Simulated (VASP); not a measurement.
# Mg (P6_3/mmc) in VASP: further runs

Runs on Mg. Level: PBEsol. Tasks: single point.

Everything below comes from runs of VASP 6.6.1. Logs are shortened: lines on timing, memory, paths and dates and some standing lists are left out, and cuts for length are marked.

**1. The cell of the first run**

The structure is hexagonal, space group P6_3/mmc (No. 194). The conventional cell has a = 3.209 Å, b = 3.209 Å, c = 5.210 Å, α = 90.00°, β = 90.00°, γ = 120.00°. Mg (site symmetry -6m2) has 12 Mg at 3.20 to 3.21 Å within 4.2 Å.

**2. Single point, PBEsol**

Input file INCAR:

```
SYSTEM = Mg
ALGO = Normal ; EDIFF = 1E-6
ENCUT = 600 ; GGA = PS
GGA_COMPAT = .False. ; ISIF = 2
ISMEAR = 0 ; LASPH = .True.
LCHARG = .False. ; LREAL = .False.
LWAVE = .False. ; NBANDS = 9
NELM = 120 ; PREC = Accurate
SIGMA = 0.1
```

Input file KPOINTS:

```
k-points
0
Gamma
  6 6 4
  0 0 0
```

Input file POSCAR:

```
Mg
1.0
    3.2093000000      0.0000000000      0.0000000000
   -1.6046500000      2.7793353284      0.0000000000
    0.0000000000      0.0000000000      5.2103000000
Mg
2
Direct
    0.3333333333      0.6666666667      0.2500000000
    0.6666666667      0.3333333333      0.7500000000
```

Potentials or basis: VASP PAW PBE potentials, release 64 (Mg).

The run is started by

```bash
cat potpaw_PBE.64/Mg/POTCAR > POTCAR
mpirun -np 1 vasp_std > vasp.out
```

OUTCAR:

```text
SYSTEM = Mg
   EDIFF = 1E-6
   ENCUT = 600
   GGA = PS
   ISIF = 2
   ISMEAR = 0
   LASPH = .True.
   LREAL = .False.
   NELM = 120
   PREC = Accurate

 ion  position               nearest neighbor table
   1  0.333  0.667  0.250-   2 3.20   2 3.20   2 3.20   2 3.20   2 3.20   2 3.20
   2  0.667  0.333  0.750-   1 3.20   1 3.20   1 3.20   1 3.20   1 3.20   1 3.20

  LATTYP: Found a hexagonal cell.
 ALAT       =     3.2093000000
 C/A-ratio  =     1.6235004518

  Lattice vectors:

 A1 = (   3.2093000000,   0.0000000000,   0.0000000000)
 A2 = (  -1.6046500000,   2.7793353284,   0.0000000000)
 A3 = (   0.0000000000,   0.0000000000,   5.2103000000)

Analysis of symmetry for initial positions (statically):
=====================================================================
 Subroutine PRICEL returns:
 Original cell was already a primitive cell.

 Routine SETGRP: Setting up the symmetry group for a
 hexagonal supercell.

 Subroutine GETGRP returns: Found 24 space group operations
 (whereof 12 operations were pure point group operations)
 out of a pool of 24 trial point group operations.

The static configuration has the point symmetry D_3d.
 The point group associated with its full space group is D_6h.

Analysis of symmetry for dynamics (positions and initial velocities):
=====================================================================
 Subroutine PRICEL returns:
 Original cell was already a primitive cell.

 Routine SETGRP: Setting up the symmetry group for a
 hexagonal supercell.

 Subroutine GETGRP returns: Found 24 space group operations
 (whereof 12 operations were pure point group operations)
 out of a pool of 24 trial point group operations.

The dynamic configuration has the point symmetry D_3d.
 The point group associated with its full space group is D_6h.

 Subroutine INISYM returns: Found 24 space group operations
 (whereof 12 operations are pure point group operations),
 and found     1 'primitive' translations

----------------------------------------------------------------------------------------

                                     Primitive cell

  volume of cell :      46.4744

  direct lattice vectors                    reciprocal lattice vectors
     3.209300000  0.000000000  0.000000000     0.311594429  0.179899127  0.000000000
    -1.604650000  2.779335328  0.000000000     0.000000000  0.359798255  0.000000000
     0.000000000  0.000000000  5.210300000     0.000000000  0.000000000  0.191927528

  length of vectors
     3.209300000  3.209300000  5.210300000     0.359798255  0.359798255  0.191927528

  position of ions in fractional coordinates (direct lattice)
     0.333333333  0.666666667  0.250000000
     0.666666667  0.333333333  0.750000000

  ion indices of the primitive-cell ions
   primitive index   ion index
                 1           1
                 2           2

----------------------------------------------------------------------------------------

 KPOINTS: k-points

Automatic generation of k-mesh.
 Grid dimensions read from file:
 generate k-points for:    6    6    4

 Generating k-lattice:

  Cartesian coordinates                     Fractional coordinates (reciprocal lattice)
     0.051932405  0.029983188  0.000000000     0.166666667 -0.000000000  0.000000000
     0.000000000  0.059966376  0.000000000     0.000000000  0.166666667  0.000000000
     0.000000000  0.000000000  0.047981882     0.000000000  0.000000000  0.250000000

  Length of vectors
     0.059966376  0.059966376  0.047981882

  Shift w.r.t. Gamma in fractional coordinates (k-lattice)
     0.000000000  0.000000000  0.000000000

 Subroutine IBZKPT returns following result:
 ===========================================

 Found     21 irreducible k-points:

 Following reciprocal coordinates:
            Coordinates               Weight
  0.000000  0.000000  0.000000      1.000000
  0.166667  0.000000  0.000000      6.000000
  0.333333  0.000000  0.000000      6.000000
  0.500000  0.000000  0.000000      3.000000
  0.166667  0.166667  0.000000      6.000000
  0.333333  0.166667  0.000000     12.000000
[... 13 lines left out ...]
  0.333333  0.166667  0.500000     12.000000
  0.333333  0.333333  0.500000      2.000000
   k-points           NKPTS =     21   k-points in BZ     NKDIM =     21   number of bands    NBANDS=      9
   number of dos      NEDOS =    301   number of ions     NIONS =      2
   total plane-waves  NPLWV =  32928
   dimension x,y,z NGX =    28 NGY =   28 NGZ =   42
   dimension x,y,z NGXF=    56 NGYF=   56 NGZF=   84
   ions per type =               2
   NGX,Y,Z   is equivalent  to a cutoff of  14.50, 14.50, 13.40 a.u.
   NGXF,Y,Z  is equivalent  to a cutoff of  29.01, 29.01, 26.80 a.u.
 SYSTEM =  Mg
   PREC   = accura    normal or accurate (medium, high low for compatibility)
   ISTART =      0    job   : 0-new  1-cont  2-samecut
   ICHARG =      2    charge: 1-file 2-atom 10-const
   ISPIN  =      1    spin polarized calculation?
   LNONCOLLINEAR =      F non collinear calculations
   LSORBIT =      F    spin-orbit coupling
   LASPH  =      T    aspherical Exc in radial PAW
   ENCUT  =  600.0 eV  44.10 Ry    6.64 a.u.   6.41  6.41 10.41*2*pi/ulx,y,z
   NELM   =    120;   NELMIN=  2; NELMDL= -5     # of ELM steps
   EDIFF  = 0.1E-05   stopping-criterion for ELM
   LREAL  =      F    real-space projection
   EDIFFG = 0.1E-04   stopping-criterion for IOM
   NSW    =      0    number of steps for IOM
   IBRION =     -1    ionic relax: 0-MD 1-quasi-New 2-CG
   NFREE  =      0    steps in history (QN), initial steepest desc. (CG)
   ISIF   =      2    stress and relaxation
   ISYM   =      2    0-nonsym 1-usesym 2-fastsym
   POTIM  = 0.5000    time-step for ionic-motion
   TEBEG  =    0.0;   TEEND  =   0.0 temperature during run
   PSTRESS=    0.0 pullay stress
   NELECT =       4.0000    total number of electrons
   NUPDOWN=      -1.0000    fix difference up-down
   EMIN   =  10.00;   EMAX   =-10.00  energy-range for DOS
   EFERMI =   0.00;   METHOD = LEGACY
   ISMEAR =     0;   SIGMA  =   0.10  broadening in eV -4-tet -1-fermi 0-gaus
   EFERMI_NEDOS =   21; number of points for ismear=-14 and -15
   IALGO  =     38    algorithm
   IMIX   =      4    mixing-type and parameters
     AMIX     =   0.40;   BMIX     =  1.00
     AMIX_MAG =   1.60;   BMIX_MAG =  1.00
  volume/ion in A,a.u.               =      23.24       156.81
  Fermi-wavevector in a.u.,A,eV,Ry     =   0.722809  1.365911  7.108401  0.522453
  Thomas-Fermi vector in A             =   1.812866
   LORBIT       =      0    0 simple, 1 ext, 2 COOP (PROOUT), +10 PAW based schemes
   GGA     = PS    functional components
   LHFCALC =     F    Hartree Fock is set to
   AEXX    =    0.0000 exact exchange contribution
   IVDW    =     0    specifies the selected vdW correction
   LEPSILON=     F    determine dielectric tensor
   LRPA    =     F    only Hartree local field effects (RPA)
 non-spin polarized calculation
 Gauss-broadening in eV      SIGMA  =   0.10
  energy-cutoff  :      600.00
  volume of cell :       46.47
 maximum number of plane-waves:      1578
 NGX is ok and might be reduce to    28
   NGX = 13   NGY = 13   NGZ = 21

 number of electron       4.0000000 magnetization

 Free energy of the ion-electron system (eV)
  ---------------------------------------------------
  ext. energy  EPLUGINS =         0.00000000
  ---------------------------------------------------
  free energy    TOTEN  =        -3.37983174 eV

  energy without entropy =       -3.37265744  energy(sigma->0) =       -3.37624459

 E-fermi :   2.3899     XC(G=0):  -8.4958

 val. band max:        2.3536884795   @ k =   0.1667   0.1667   0.0000
 cond. band min:       2.4045428568   @ k =   0.3333   0.1667   0.0000
 fundamental gap:      0.0508543773
 Fermi energy:         2.3899417283

 k-point     1 :       0.0000    0.0000    0.0000
  band No.  band energies     occupation
      1      -4.3474      2.00000
      2       0.8638      2.00000
      3       1.2910      2.00000
      4      13.3845      0.00000
      5      13.3845      0.00000
      6      13.4778      0.00000
      7      13.4778      0.00000
      8      14.2775      0.00000
      9      15.8547      0.00000

 k-point     2 :       0.1667    0.0000    0.0000
  band No.  band energies     occupation
      1      -3.8063      2.00000
      2       1.3600      2.00000
      3       1.8137      2.00000
      4       8.6164      0.00000
      5      11.1542      0.00000
      6      11.7930      0.00000
      7      13.3150      0.00000
      8      14.1766      0.00000
      9      15.7681      0.00000

 k-point     3 :       0.3333    0.0000    0.0000
  band No.  band energies     occupation
      1      -2.2012      2.00000
      2       2.8509      0.00000
      3       3.1082      0.00000
      4       4.3971      0.00000
      5       8.8640      0.00000
      6       9.0284      0.00000
      7       9.7902      0.00000
      8      11.5001      0.00000
      9      14.1950      0.00000

 k-point     4 :       0.5000    0.0000    0.0000
  band No.  band energies     occupation
      1       0.4059      2.00000
      2       0.4125      2.00000
      3       5.1700      0.00000
      4       5.5396      0.00000
      5       5.7705      0.00000
      6       6.1933      0.00000
      7       9.3371      0.00000
      8      10.7183      0.00000
      9      13.6765      0.00000
[... 169 lines left out ...]
 k-point    19 :       0.1667    0.1667    0.5000
  band No.  band energies     occupation
      1      -1.3764      2.00000
      2      -1.3764      2.00000
      3       7.4374      0.00000
      4       7.4374      0.00000
      5       7.8622      0.00000
      6       7.8622      0.00000
      7       9.7306      0.00000
      8       9.7306      0.00000
      9      16.5687      0.00000

 k-point    20 :       0.3333    0.1667    0.5000
  band No.  band energies     occupation
      1       0.6908      2.00000
      2       0.6908      2.00000
      3       3.8107      0.00000
      4       3.8107      0.00000
      5       6.9006      0.00000
      6       6.9006      0.00000
      7      11.2850      0.00000
      8      11.2850      0.00000
      9      14.0049      0.00000

 k-point    21 :       0.3333    0.3333    0.5000
  band No.  band energies     occupation
      1       2.7348      0.00000
      2       2.7348      0.00000
      3       3.2023      0.00000
      4       3.2023      0.00000
      5       4.0504      0.00000
      6       4.0504      0.00000
      7      13.3221      0.00000
      8      13.3221      0.00000
      9      13.5652      0.00000

------------------------ aborting loop because EDIFF is reached ----------------------------------------

  FORCE on cell =-STRESS in cart. coord.  units (eV):
  Direction    XX          YY          ZZ          XY          YZ          ZX
  --------------------------------------------------------------------------------------
  -------------------------------------------------------------------------------------
  Total       -0.3406981     -0.3406981     -0.3068515      0.0000000      0.0000000      0.0000000
  in kB      -11.7453582    -11.7453582    -10.5785185      0.0000000      0.0000000      0.0000000
  external PRESSURE =     -11.3564116 kB  Pullay stress =       0.0000000 kB

 VOLUME and BASIS-vectors are now :
 -----------------------------------------------------------------------------
  energy-cutoff  :      600.00
  volume of cell :       46.47
      direct lattice vectors                 reciprocal lattice vectors
     3.209300000  0.000000000  0.000000000     0.311594429  0.179899127  0.000000000
    -1.604650000  2.779335328  0.000000000     0.000000000  0.359798255  0.000000000
     0.000000000  0.000000000  5.210300000     0.000000000  0.000000000  0.191927528

 POSITION                                       TOTAL-FORCE (eV/Angst)
 -----------------------------------------------------------------------------------
     -0.00000      1.85289      1.30258        -0.000000      0.000000      0.000000
      1.60465      0.92645      3.90773         0.000000     -0.000000      0.000000
 -----------------------------------------------------------------------------------
    total drift:                                0.000000     -0.000000      0.000000

  FREE ENERGIE OF THE ION-ELECTRON SYSTEM (eV)
  ---------------------------------------------------
  free  energy   TOTEN  =        -3.3798317442 eV

  energy  without entropy=       -3.3726574385  energy(sigma->0) =       -3.37624459
```

Run time: 7.8 s. Hardware: 1 thread of Intel Xeon Platinum 8559C (Emerald Rapids), shared host; peak memory 0.16 GiB.

Results:

```
Free energy            : -3.3798 eV
Pressure               : -1.1 GPa
Band gap on the k mesh : zero (bands 2 and 3 overlap by 1.56 eV)
```

Levels at points of the mesh, in eV from the Fermi level:
| k point | band 1 | band 2 | band 3 | band 4 | band 5 | band 6 | band 7 |
| --- | --- | --- | --- | --- | --- | --- | --- |
| (0.00, 0.00, 0.00) | -6.74 | -1.53 | -1.10 | 10.99 | 10.99 | 11.09 | 11.09 |
| (0.50, 0.00, 0.00) | -1.98 | -1.98 | 2.78 | 3.15 | 3.38 | 3.80 | 6.95 |
| (0.00, 0.00, 0.50) | -5.36 | -5.36 | 5.13 | 5.13 | 11.74 | 11.74 | 11.74 |
| (0.50, 0.00, 0.50) | -0.95 | -0.95 | -0.31 | -0.31 | 8.11 | 8.11 | 8.13 |

Caveat: the k points lie up to 0.38 Å⁻¹ apart, too coarse for converged energies and pressures of a metal; the PAW data sets were made with another functional, which shifts forces and pressure a little.

**3. Single point, PBEsol**

This run uses another cell than the first one, of 13.59 Å³/atom.

Input file INCAR:

```
SYSTEM = Mg
PREC = Accurate ; ENCUT = 600
EDIFF = 1E-6 ; ISMEAR = 0
SIGMA = 0.1 ; LREAL = .FALSE.
LASPH = .TRUE. ; NELM = 120
ALGO = Normal ; ISIF = 2
LWAVE = .FALSE. ; LCHARG = .TRUE.
GGA = PS ; LELF = .TRUE.
LVHAR = .TRUE. ; NBANDS = 9
GGA_COMPAT = .FALSE.
```

Input file KPOINTS:

```
Automatic mesh
0
G
  15 15 8
  0 0 0
```

Input file POSCAR:

```
Mg
1.0
    2.6931532104      0.0000000000      0.0000000000
   -1.3465766052      2.3323390965      0.0000000000
    0.0000000000      0.0000000000      4.3286256009
Mg
2
Direct
    0.3333333333      0.6666666667      0.2500000000
    0.6666666667      0.3333333333      0.7500000000
```

Potentials or basis: VASP PAW PBE potentials, release 64 (Mg).

The run is started by

```bash
cat potpaw_PBE.64/Mg/POTCAR > POTCAR
mpirun -np 1 vasp_std > vasp.out
```

Run time: 15 s. Hardware: 1 thread of Intel Xeon Platinum 8559C (Emerald Rapids), shared host; peak memory 0.18 GiB.

Results (log left out):

```
Free energy            : -1.5795 eV
Pressure               : 51.1 GPa
Band gap on the k mesh : zero (bands 2 and 3 overlap by 2.16 eV)
```

Levels at points of the mesh, in eV from the Fermi level:
| k point | band 1 | band 2 | band 3 | band 4 | band 5 |
| --- | --- | --- | --- | --- | --- |
| (0.00, 0.00, 0.00) | -9.50 | -2.47 | -1.15 | 14.10 | 14.10 |
| (0.00, 0.00, 0.50) | -7.51 | -7.51 | 6.95 | 6.95 | 14.92 |

Caveat: the cell stands under pressure; the PAW data sets were made with another functional, which shifts forces and pressure a little.

**4. Single point, PBEsol**

This run uses another cell than the first one, of 11.20 Å³/atom.

Input file INCAR:

```
PREC = Accurate
ENCUT = 600
EDIFF = 1E-6
ISMEAR = 0
SIGMA = 0.1
LREAL = F
LASPH = T
NELM = 120
ALGO = Normal
ISIF = 2
LWAVE = F
LCHARG = F
GGA = PS
NBANDS = 9
GGA_COMPAT = F
```

Input file KPOINTS:

```
Automatic mesh
0
Gamma
  18 18 10
```

Input file POSCAR:

```
Mg
1.0
    2.5182929366      0.0000000000      0.0000000000
   -1.2591464683      2.1809056572      0.0000000000
    0.0000000000      0.0000000000      4.0782277940
Mg
2
Direct
    0.3333333333      0.6666666667      0.2500000000
    0.6666666667      0.3333333333      0.7500000000
```

Potentials or basis: VASP PAW PBE potentials, release 64 (Mg).

The run is started by

```bash
cat potpaw_PBE.64/Mg/POTCAR > POTCAR
mpirun -np 1 vasp_std > vasp.out
```

OUTCAR:

```text
PREC = Accurate
   ENCUT = 600
   EDIFF = 1E-6
   ISMEAR = 0
   LREAL = F
   LASPH = T
   NELM = 120
   ISIF = 2
   GGA = PS

 ion  position               nearest neighbor table
   1  0.333  0.667  0.250-   2 2.50   2 2.50   2 2.50   2 2.50   2 2.50   2 2.50   2 3.55   2 3.55
                             2 3.55   2 3.55   2 3.55   2 3.55
   2  0.667  0.333  0.750-   1 2.50   1 2.50   1 2.50   1 2.50   1 2.50   1 2.50   1 3.55   1 3.55
                             1 3.55   1 3.55   1 3.55   1 3.55

[... 485 lines left out ...]

  FORCE on cell =-STRESS in cart. coord.  units (eV):
  Direction    XX          YY          ZZ          XY          YZ          ZX
  --------------------------------------------------------------------------------------
  -------------------------------------------------------------------------------------
  Total       14.3716378     14.3716378     14.3753661     -0.0000000     -0.0000000      0.0000000
  in kB     1028.0215959   1028.0215958   1028.2882901     -0.0000000     -0.0000000      0.0000000
  external PRESSURE =    1028.1104939 kB  Pullay stress =       0.0000000 kB

 VOLUME and BASIS-vectors are now :
 -----------------------------------------------------------------------------
  energy-cutoff  :      600.00
  volume of cell :       22.40
      direct lattice vectors                 reciprocal lattice vectors
     2.518292937  0.000000000  0.000000000     0.397094391  0.229262554  0.000000000
    -1.259146468  2.180905657  0.000000000     0.000000000  0.458525107  0.000000000
     0.000000000  0.000000000  4.078227794     0.000000000  0.000000000  0.245204547

 POSITION                                       TOTAL-FORCE (eV/Angst)
 -----------------------------------------------------------------------------------
     -0.00000      1.45394      1.01956        -0.000000      0.000000      0.000000
      1.25915      0.72697      3.05867         0.000000      0.000000      0.000000
 -----------------------------------------------------------------------------------
    total drift:                                0.000000     -0.000000      0.000000

  FREE ENERGIE OF THE ION-ELECTRON SYSTEM (eV)
  ---------------------------------------------------
  free  energy   TOTEN  =         0.6303138262 eV

  energy  without entropy=        0.6327451975  energy(sigma->0) =        0.63152951
```

Wall time 20 s (1 thread of Intel Xeon Platinum 8559C (Emerald Rapids), shared host); peak memory 0.17 GiB.

Results:

```yaml
Free_energy: 0.6303 eV
Pressure: 102.8 GPa
Band_gap_on_the_k_mesh: zero (bands 2 and 3 overlap by 2.22 eV)
```

Caveat: the cell stands under pressure; the PAW data sets were made with another functional, which shifts forces and pressure a little.

**5. Summary**

```tsv
cell	k mesh	gap on the mesh (eV)	pressure (GPa)
a = 3.209, b = 3.209, c = 5.210 Å, angles 90.0, 90.0, 120.0°, 2 atoms	6 × 6 × 4	none	-1.1
a = 2.693, b = 2.693, c = 4.329 Å, angles 90.0, 90.0, 120.0°, 2 atoms	15 × 15 × 8	none	51.1
a = 2.518, b = 2.518, c = 4.078 Å, angles 90.0, 90.0, 120.0°, 2 atoms	18 × 18 × 10	none	102.8
```

Alike in all rows: task single point; level PBEsol; potentials or basis VASP PAW PBE potentials, release 64 (Mg); no spin polarisation; cutoff (eV) 600; smearing gaussian 0.1 eV.

Caveats: some runs use coarse meshes; the PAW data sets were made with another functional, which shifts forces and pressure a little; the cell stands under pressure (at least some runs).

Absolute energies hang on the potentials; compare differences alone.
